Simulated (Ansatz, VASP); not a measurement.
Os: VASP beside Ansatz

Contents of INCAR:

```
PREC     = Accurate       # precision mode
ENCUT    = 520            # plane-wave cutoff, eV
EDIFF    = 1E-8           # SCF threshold, eV
ISMEAR   = -1             # smearing method
SIGMA    = 0.03           # smearing width, eV
LREAL    = False          # projectors in reciprocal space
LASPH    = True           # aspherical terms in the spheres
NELM     = 100            # most SCF steps
ALGO     = Normal         # electronic algorithm
ISIF     = 2              # what is computed and relaxed
LWAVE    = False          # write WAVECAR
LCHARG   = False          # write CHGCAR
GGA      = PS             # functional
LEFG     = True         
NBANDS   = 10             # bands
```

The input KPOINTS:

```
regular mesh
0
Gamma
  14 14 14
```

POSCAR

```
Os
1.0
    0.0000000000      1.9705950404      1.9705950404
    1.9705950404      0.0000000000      1.9705950404
    1.9705950404      1.9705950404      0.0000000000
Os
1
Direct
    0.0000000000      0.0000000000      0.0000000000
```

Input for Ansatz:

```yaml
crystal:
  lattice:
    - [0.0, 1.9705950404, 1.9705950404]
    - [1.9705950404, 0.0, 1.9705950404]
    - [1.9705950404, 1.9705950404, 0.0]
  atoms:
    - { symbol: Os, position: [0.0, 0.0, 0.0] }
kpoints:
  mp_grid: { grid: [14, 14, 14] }
scf:
  occupations: { method: fermi_dirac, width: 0.03 }
hamiltonian:
  xc: pbesol
  pseudopotentials: { kind: all_electron, datasets: crystal }
output:
  forces: true
  stress: true
  eigenvalues: true
  efg: { contact_densities: true }
```

Change from the starting cell: volume scaled by 1.04, crystal datasets.

Alike in both runs: task electric field gradients; functional PBEsol; k mesh 14 × 14 × 14; occupations fermi-dirac, width 0.03 eV; no spin polarisation.

|  | VASP | Ansatz |
| --- | --- | --- |
| version | VASP 6.6.1 | Ansatz 0.2.0 |
| potentials or method | VASP PAW PBE potentials, release 64 (Os), cutoff 520 eV | all-electron PAW with datasets made for the crystal, scalar-relativistic |

Ansatz gave:

* pressure (GPa): -31.5

Task: Which values does VASP return?

Result: Pressure (GPa): -31.8.

VASP's potentials were made for PBE, not for PBEsol. Both programs put the cell under strong tension, so it lies far from rest at this level. Ansatz ran all-electron here, and VASP with PAW potentials.

Spin-orbit coupling is off throughout. Noted on VASP's run: the cell as given lies far from equilibrium.
